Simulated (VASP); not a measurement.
# AlN (F-43m) in VASP: further runs

The runs below take AlN through single point, with PBE.

All numbers are computed with VASP 6.6.1; they aren't measurements. Logs are shortened: lines on timing, memory, paths and dates and some standing lists are left out, and cuts for length are marked.

## 1. The cell of the first run

The structure is cubic, space group F-43m (No. 216). Conventional cell: a = 4.296 Å, b = 4.296 Å, c = 4.296 Å, α = 90.00°, β = 90.00°, γ = 90.00°. Within 2.5 Å of Al (site symmetry -43m) lie 4 N at 1.86 Å. Within 2.5 Å of N (site symmetry -43m) lie 4 Al at 1.86 Å.

## 2. Single point, PBE (volume changed by -5%)

Input file INCAR:

```
SYSTEM = AlN
  PREC = Accurate
  ENCUT = 520
  EDIFF = 1E-6
  ISMEAR = 0
  SIGMA = 0.01
  LREAL = .FALSE.
  LASPH = .TRUE.
  NELM = 60
  ALGO = Normal
  ISIF = 2
  LWAVE = .FALSE.
  LCHARG = .FALSE.
  GGA = PE
  NBANDS = 11
```

Input file KPOINTS:

```
Automatic mesh
0
G
  6 6 6
  0 0 0
```

Input file POSCAR:

```
AlN
1.0
    0.0000000000      2.1478373497      2.1478373497
    2.1478373497      0.0000000000      2.1478373497
    2.1478373497      2.1478373497      0.0000000000
Al N
1 1
Direct
    0.0000000000      0.0000000000      0.0000000000
    0.2500000000      0.2500000000      0.2500000000
```

Potentials or basis: VASP PAW PBE potentials, release 64 (Al, N).

Command:

```sh
$ cat potpaw_PBE.64/Al/POTCAR potpaw_PBE.64/N/POTCAR > POTCAR
$ mpirun -np 1 vasp_std > vasp.out
```

OUTCAR:

```text
SYSTEM = AlN
   PREC = Accurate
   ENCUT = 520
   EDIFF = 1E-6
   ISMEAR = 0
   LREAL = .FALSE.
   LASPH = .TRUE.
   NELM = 60
   ISIF = 2
   GGA = PE

 ion  position               nearest neighbor table
   1  0.000  0.000  0.000-   2 1.86   2 1.86   2 1.86   2 1.86
   2  0.250  0.250  0.250-   1 1.86   1 1.86   1 1.86   1 1.86

  LATTYP: Found a face centered cubic cell.
 ALAT       =     4.2956746994

  Lattice vectors:

 A1 = (   0.0000000000,   2.1478373497,   2.1478373497)
 A2 = (   2.1478373497,   0.0000000000,   2.1478373497)
 A3 = (   2.1478373497,   2.1478373497,   0.0000000000)

Analysis of symmetry for initial positions (statically):
=====================================================================
 Subroutine PRICEL returns:
 Original cell was already a primitive cell.

 Routine SETGRP: Setting up the symmetry group for a
 face centered cubic supercell.

 Subroutine GETGRP returns: Found 24 space group operations
 (whereof 24 operations were pure point group operations)
 out of a pool of 48 trial point group operations.

The static configuration has the point symmetry T_d .

Analysis of symmetry for dynamics (positions and initial velocities):
=====================================================================
 Subroutine PRICEL returns:
 Original cell was already a primitive cell.

 Routine SETGRP: Setting up the symmetry group for a
 face centered cubic supercell.

 Subroutine GETGRP returns: Found 24 space group operations
 (whereof 24 operations were pure point group operations)
 out of a pool of 48 trial point group operations.

The dynamic configuration has the point symmetry T_d .

 Subroutine INISYM returns: Found 24 space group operations
 (whereof 24 operations are pure point group operations),
 and found     1 'primitive' translations

----------------------------------------------------------------------------------------

                                     Primitive cell

  volume of cell :      19.8168

  direct lattice vectors                    reciprocal lattice vectors
     0.000000000  2.147837350  2.147837350    -0.232792302  0.232792302  0.232792302
     2.147837350  0.000000000  2.147837350     0.232792302 -0.232792302  0.232792302
     2.147837350  2.147837350  0.000000000     0.232792302  0.232792302 -0.232792302

  length of vectors
     3.037500710  3.037500710  3.037500710     0.403208094  0.403208094  0.403208094

  position of ions in fractional coordinates (direct lattice)
     0.000000000  0.000000000  0.000000000
     0.250000000  0.250000000  0.250000000

  ion indices of the primitive-cell ions
   primitive index   ion index
                 1           1
                 2           2

----------------------------------------------------------------------------------------

 KPOINTS: Automatic mesh

Automatic generation of k-mesh.
 Grid dimensions read from file:
 generate k-points for:    6    6    6

 Generating k-lattice:

  Cartesian coordinates                     Fractional coordinates (reciprocal lattice)
    -0.038798717  0.038798717  0.038798717     0.166666667  0.000000000  0.000000000
     0.038798717 -0.038798717  0.038798717     0.000000000  0.166666667  0.000000000
     0.038798717  0.038798717 -0.038798717     0.000000000  0.000000000  0.166666667

  Length of vectors
     0.067201349  0.067201349  0.067201349

  Shift w.r.t. Gamma in fractional coordinates (k-lattice)
     0.000000000  0.000000000  0.000000000

 Subroutine IBZKPT returns following result:
 ===========================================

 Found     16 irreducible k-points:

 Following reciprocal coordinates:
            Coordinates               Weight
  0.000000  0.000000  0.000000      1.000000
  0.166667  0.000000  0.000000      8.000000
  0.333333  0.000000  0.000000      8.000000
  0.500000  0.000000  0.000000      4.000000
  0.166667  0.166667  0.000000      6.000000
  0.333333  0.166667  0.000000     24.000000
[... 8 lines left out ...]
 -0.333333  0.333333  0.166667     24.000000
 -0.333333  0.500000  0.166667     12.000000
   k-points           NKPTS =     16   k-points in BZ     NKDIM =     16   number of bands    NBANDS=     11
   number of dos      NEDOS =    301   number of ions     NIONS =      2
   total plane-waves  NPLWV =  13824
   dimension x,y,z NGX =    24 NGY =   24 NGZ =   24
   dimension x,y,z NGXF=    48 NGYF=   48 NGZF=   48
   ions per type =               1   1
   NGX,Y,Z   is equivalent  to a cutoff of  13.14, 13.14, 13.14 a.u.
   NGXF,Y,Z  is equivalent  to a cutoff of  26.27, 26.27, 26.27 a.u.
 SYSTEM =  AlN
   PREC   = accura    normal or accurate (medium, high low for compatibility)
   ISTART =      0    job   : 0-new  1-cont  2-samecut
   ICHARG =      2    charge: 1-file 2-atom 10-const
   ISPIN  =      1    spin polarized calculation?
   LNONCOLLINEAR =      F non collinear calculations
   LSORBIT =      F    spin-orbit coupling
   LASPH  =      T    aspherical Exc in radial PAW
   ENCUT  =  520.0 eV  38.22 Ry    6.18 a.u.   5.65  5.65  5.65*2*pi/ulx,y,z
   NELM   =     60;   NELMIN=  2; NELMDL= -5     # of ELM steps
   EDIFF  = 0.1E-05   stopping-criterion for ELM
   LREAL  =      F    real-space projection
   EDIFFG = 0.1E-04   stopping-criterion for IOM
   NSW    =      0    number of steps for IOM
   IBRION =     -1    ionic relax: 0-MD 1-quasi-New 2-CG
   NFREE  =      0    steps in history (QN), initial steepest desc. (CG)
   ISIF   =      2    stress and relaxation
   ISYM   =      2    0-nonsym 1-usesym 2-fastsym
   POTIM  = 0.5000    time-step for ionic-motion
   TEBEG  =    0.0;   TEEND  =   0.0 temperature during run
   PSTRESS=    0.0 pullay stress
   NELECT =       8.0000    total number of electrons
   NUPDOWN=      -1.0000    fix difference up-down
   EMIN   =  10.00;   EMAX   =-10.00  energy-range for DOS
   EFERMI =   0.00;   METHOD = LEGACY
   ISMEAR =     0;   SIGMA  =   0.01  broadening in eV -4-tet -1-fermi 0-gaus
   EFERMI_NEDOS =   21; number of points for ismear=-14 and -15
   IALGO  =     38    algorithm
   IMIX   =      4    mixing-type and parameters
     AMIX     =   0.40;   BMIX     =  1.00
     AMIX_MAG =   1.60;   BMIX_MAG =  1.00
  volume/ion in A,a.u.               =       9.91        66.87
  Fermi-wavevector in a.u.,A,eV,Ry     =   1.209930  2.286435 19.917972  1.463930
  Thomas-Fermi vector in A             =   2.345492
   LORBIT       =      0    0 simple, 1 ext, 2 COOP (PROOUT), +10 PAW based schemes
   GGA     = PE    functional components
   LHFCALC =     F    Hartree Fock is set to
   AEXX    =    0.0000 exact exchange contribution
   IVDW    =     0    specifies the selected vdW correction
   LEPSILON=     F    determine dielectric tensor
   LRPA    =     F    only Hartree local field effects (RPA)
 non-spin polarized calculation
 Gauss-broadening in eV      SIGMA  =   0.01
  energy-cutoff  :      520.00
  volume of cell :       19.82
 maximum number of plane-waves:       544
 NGX is ok and might be reduce to    24
   NGX = 11   NGY = 11   NGZ = 11

 number of electron       7.9999998 magnetization

 Free energy of the ion-electron system (eV)
  ---------------------------------------------------
  ext. energy  EPLUGINS =         0.00000000
  ---------------------------------------------------
  free energy    TOTEN  =       -14.77323512 eV

  energy without entropy =      -14.77323512  energy(sigma->0) =      -14.77323512

 E-fermi :   6.5709     XC(G=0): -11.1536

 val. band max:        6.4547785354   @ k =   0.0000   0.0000   0.0000
 cond. band min:       9.7948306176   @ k =   0.5000   0.5000   0.0000
 fundamental gap:      3.3400520822
 Fermi energy:         6.5708652434

 k-point     1 :       0.0000    0.0000    0.0000
  band No.  band energies     occupation
      1      -8.8226      2.00000
      2       6.4548      2.00000
      3       6.4548      2.00000
      4       6.4548      2.00000
      5      11.1011      0.00000
      6      19.5177      0.00000
      7      19.5177      0.00000
      8      19.5177      0.00000
      9      24.5476      0.00000
     10      24.5476      0.00000
     11      26.0515      0.00000

 k-point     2 :       0.1667    0.0000    0.0000
  band No.  band energies     occupation
      1      -8.4005      2.00000
      2       4.5769      2.00000
      3       6.3215      2.00000
      4       6.3215      2.00000
      5      12.5063      0.00000
      6      18.5926      0.00000
      7      19.6715      0.00000
      8      19.6715      0.00000
      9      22.7067      0.00000
     10      22.7067      0.00000
     11      24.6055      0.00000

 k-point     3 :       0.3333    0.0000    0.0000
  band No.  band energies     occupation
      1      -7.3450      2.00000
      2       1.7698      2.00000
      3       6.0803      2.00000
      4       6.0803      2.00000
      5      13.9038      0.00000
      6      17.2712      0.00000
      7      18.5415      0.00000
      8      18.5415      0.00000
      9      24.3911      0.00000
     10      24.5099      0.00000
     11      24.5099      0.00000

 k-point     4 :       0.5000    0.0000    0.0000
  band No.  band energies     occupation
      1      -6.6215      2.00000
      2       0.3858      2.00000
      3       5.9705      2.00000
      4       5.9705      2.00000
      5      14.2939      0.00000
      6      16.6656      0.00000
      7      17.9173      0.00000
      8      17.9173      0.00000
      9      25.1232      0.00000
     10      27.2358      0.00000
     11      27.2358      0.00000
[... 127 lines left out ...]
 k-point    14 :       0.5000    0.3333    0.1667
  band No.  band energies     occupation
      1      -6.5901      2.00000
      2       2.0183      2.00000
      3       4.0637      2.00000
      4       5.2021      2.00000
      5      13.0478      0.00000
      6      17.2520      0.00000
      7      17.9474      0.00000
      8      20.4326      0.00000
      9      22.7840      0.00000
     10      27.0759      0.00000
     11      30.2939      0.00000

 k-point    15 :      -0.3333    0.3333    0.1667
  band No.  band energies     occupation
      1      -6.0856      2.00000
      2       1.6725      2.00000
      3       3.4316      2.00000
      4       4.7526      2.00000
      5      13.0792      0.00000
      6      16.9644      0.00000
      7      19.0262      0.00000
      8      20.0834      0.00000
      9      23.9716      0.00000
     10      25.6001      0.00000
     11      31.3124      0.00000

 k-point    16 :      -0.3333    0.5000    0.1667
  band No.  band energies     occupation
      1      -5.8912      2.00000
      2       2.0137      2.00000
      3       3.5805      2.00000
      4       3.8553      2.00000
      5      11.7990      0.00000
      6      17.1242      0.00000
      7      19.9617      0.00000
      8      20.1388      0.00000
      9      23.6938      0.00000
     10      27.2684      0.00000
     11      32.0902      0.00000

------------------------ aborting loop because EDIFF is reached ----------------------------------------

  FORCE on cell =-STRESS in cart. coord.  units (eV):
  Direction    XX          YY          ZZ          XY          YZ          ZX
  --------------------------------------------------------------------------------------
  -------------------------------------------------------------------------------------
  Total        2.0114426      2.0114426      2.0114426      0.0000000      0.0000000     -0.0000000
  in kB      162.6237816    162.6237816    162.6237816      0.0000000      0.0000000     -0.0000000
  external PRESSURE =     162.6237816 kB  Pullay stress =       0.0000000 kB

 VOLUME and BASIS-vectors are now :
 -----------------------------------------------------------------------------
  energy-cutoff  :      520.00
  volume of cell :       19.82
      direct lattice vectors                 reciprocal lattice vectors
     0.000000000  2.147837350  2.147837350    -0.232792302  0.232792302  0.232792302
     2.147837350  0.000000000  2.147837350     0.232792302 -0.232792302  0.232792302
     2.147837350  2.147837350  0.000000000     0.232792302  0.232792302 -0.232792302

 POSITION                                       TOTAL-FORCE (eV/Angst)
 -----------------------------------------------------------------------------------
      0.00000      0.00000      0.00000         0.000000      0.000000      0.000000
      1.07392      1.07392      1.07392        -0.000000     -0.000000     -0.000000
 -----------------------------------------------------------------------------------
    total drift:                                0.000000      0.000000      0.000000

  FREE ENERGIE OF THE ION-ELECTRON SYSTEM (eV)
  ---------------------------------------------------
  free  energy   TOTEN  =       -14.7732351214 eV

  energy  without entropy=      -14.7732351214  energy(sigma->0) =      -14.77323512
```

Run time: 3 s. Hardware: 1 thread of Intel Xeon Platinum 8259CL at 2.50GHz (Skylake/Cascade Lake), shared host; peak memory 0.13 GiB.

What came out:

```yaml
Free_energy: -14.7732 eV
Pressure: 16.3 GPa
Band_gap_on_the_k_mesh: 3.34 eV, indirect (least direct gap 4.65 eV)
```

Caveat: the k points lie up to 0.42 Å⁻¹ apart.

## 3. Single point, PBE (volume changed by +5%)

Input file INCAR:

```
ALGO = Normal
EDIFF = 1E-6
ENCUT = 520
GGA = PE
ISIF = 2
ISMEAR = 0
LASPH = True
LCHARG = False
LREAL = False
LWAVE = False
NBANDS = 11
NELM = 60
PREC = Accurate
SIGMA = 0.01
```

Input file KPOINTS:

```
k-points
0
Gamma
  6 6 6
```

Input file POSCAR:

```
AlN
1.0
    0.0000000000      2.2207003184      2.2207003184
    2.2207003184      0.0000000000      2.2207003184
    2.2207003184      2.2207003184      0.0000000000
Al N
1 1
Direct
    0.0000000000      0.0000000000      0.0000000000
    0.2500000000      0.2500000000      0.2500000000
```

Potentials or basis: VASP PAW PBE potentials, release 64 (Al, N).

Command:

```sh
$ cat potpaw_PBE.64/Al/POTCAR potpaw_PBE.64/N/POTCAR > POTCAR
$ mpirun -np 1 vasp_std > vasp.out
```

Wall time 3.1 s (1 thread of Intel Xeon Platinum 8259CL at 2.50GHz (Skylake/Cascade Lake), shared host); peak memory 0.13 GiB.

Results (log left out):

| Property | Result |
| --- | --- |
| Free energy | -14.8364 eV |
| Pressure | -5.0 GPa |
| Band gap on the k mesh | 3.29 eV, indirect (least direct gap 3.76 eV) |

Levels at points of the mesh, in eV from the valence-band top:
| k point | band 1 | band 2 | band 3 | band 4 | band 5 | band 6 | band 7 | band 8 |
| --- | --- | --- | --- | --- | --- | --- | --- | --- |
| (0.00, 0.00, 0.00) | -14.70 | 0.00 | 0.00 | 0.00 | 3.76 | 12.07 | 12.07 | 12.07 |
| (0.50, 0.00, 0.00) | -12.79 | -5.65 | -0.47 | -0.47 | 6.93 | 9.52 | 10.83 | 10.83 |
| (0.50, 0.50, 0.00) | -12.20 | -4.75 | -1.72 | -1.72 | 3.29 | 8.31 | 13.30 | 15.12 |

## 4. Single point, PBE (volume changed by +10%)

Input file INCAR:

```
  PREC = Accurate
  ENCUT = 520
  EDIFF = 1E-6
  ISMEAR = 0
  SIGMA = 0.01
  LREAL = F
  LASPH = T
  NELM = 80
  ALGO = Normal
  ISIF = 2
  LWAVE = F
  LCHARG = F
  GGA = PE
  NBANDS = 11
```

Input file KPOINTS:

```
regular mesh
0
Gamma
  6 6 6
```

Input file POSCAR:

```
AlN
1.0
    0.0000000000      2.2554043663      2.2554043663
    2.2554043663      0.0000000000      2.2554043663
    2.2554043663      2.2554043663      0.0000000000
Al N
1 1
Direct
    0.0000000000      0.0000000000      0.0000000000
    0.2500000000      0.2500000000      0.2500000000
```

Command:

```sh
$ cat potpaw_PBE.64/Al/POTCAR potpaw_PBE.64/N/POTCAR > POTCAR
$ mpirun -np 1 vasp_std > vasp.out
```

It took 3.1 s on 1 thread of Intel Xeon Platinum 8259CL at 2.50GHz (Skylake/Cascade Lake), shared host; peak memory 0.13 GiB.

The run converged. Its results:

- Free energy: -14.7793 eV
- Pressure: -12.4 GPa
- Band gap on the k mesh: 3.26 eV, indirect (least direct gap 3.37 eV)

Levels at points of the mesh, in eV from the valence-band top:
```
           k point  band 1  band 2  band 3  band 4  band 5  band 6  band 7  band 8  band 9
(0.00, 0.00, 0.00)  -14.44    0.00    0.00    0.00    3.37   11.63   11.63   11.63   16.93
(0.50, 0.00, 0.00)  -12.67   -5.46   -0.47   -0.47    6.52    9.21   10.54   10.54   16.77
(0.50, 0.50, 0.00)  -12.12   -4.62   -1.67   -1.67    3.26    8.02   12.73   14.56   14.56
```

## 5. Overview

| cell | gap on the mesh (eV) | pressure (GPa) |
| --- | --- | --- |
| a = 3.038 Å, angles 60.0°, 2 atoms | 3.34 | 16.3 |
| a = 3.141 Å, angles 60.0°, 2 atoms | 3.29 | -5.0 |
| a = 3.190 Å, angles 60.0°, 2 atoms | 3.26 | -12.4 |

Alike in all rows: task single point; level PBE; potentials or basis VASP PAW PBE potentials, release 64 (Al, N); no spin polarisation; k mesh 6 × 6 × 6; cutoff (eV) 520; smearing gaussian 0.01 eV.

Caveats: some runs use coarse meshes.

Absolute energies hang on the potentials; compare differences alone.
